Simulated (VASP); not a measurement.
Write the native input for VASP 6.6.1 that does the following.

| Quantity | Value |
| --- | --- |
| Task | relaxation of the atoms |
| Functional | PBE |
| Dispersion | D3(BJ) |
| Potentials or basis | VASP PAW PBE potentials, release 64 (C) |
| Cutoff | 520 eV |
| k mesh | 12 × 12 × 1 |
| Occupations | gaussian, width 0.05 eV |
| Spin | no spin polarisation |
| Dipole correction | yes |
| Further INCAR settings | ALGO = Normal; EDIFF = 1e-06; IBRION = 2; EDIFFG = -0.04; NSW = 60 |

The structure of C lies in POSCAR:

```
C
1.0
    2.4657106113     -0.0000000029      0.0000000000
   -1.2328553031      2.1353680292      0.0000000000
    0.0000000000      0.0000000000     17.0000000000
C
2
Direct
    0.0000000000      0.0000000000      0.5000000000
    0.3333333333      0.6666666667      0.5000000000
```

One way to write it, as run:

INCAR

```
PREC = Accurate
ENCUT = 520
EDIFF = 1E-6
ISMEAR = 0
SIGMA = 0.05
LREAL = F
LASPH = T
NELM = 80
ALGO = Normal
ISIF = 2
LWAVE = F
LCHARG = F
LDIPOL = T
IDIPOL = 3
DIPOL = 0.5 0.5 0.500
GGA = PE
IVDW = 12
IBRION = 2
NSW = 60
EDIFFG = -0.04
```

KPOINTS

```
Automatic mesh
0
Gamma
  12 12 1
```

Potentials or basis: VASP PAW PBE potentials, release 64 (C).

The run is started by

```sh
$ cat potpaw_PBE.64/C/POTCAR > POTCAR
$ mpirun -np 1 vasp_std > vasp.out
```

It gave:

* Band gap on the k mesh: zero (filled and empty bands touch)
* Dispersion energy per atom: -0.089 eV

Caveat: the relaxation stopped at its first step, so nothing moved.

Wall time 16 s on 1 thread of Intel(R) Xeon(R) Platinum 8488C (Sapphire Rapids), on a shared host, peak memory 0.18 GiB.
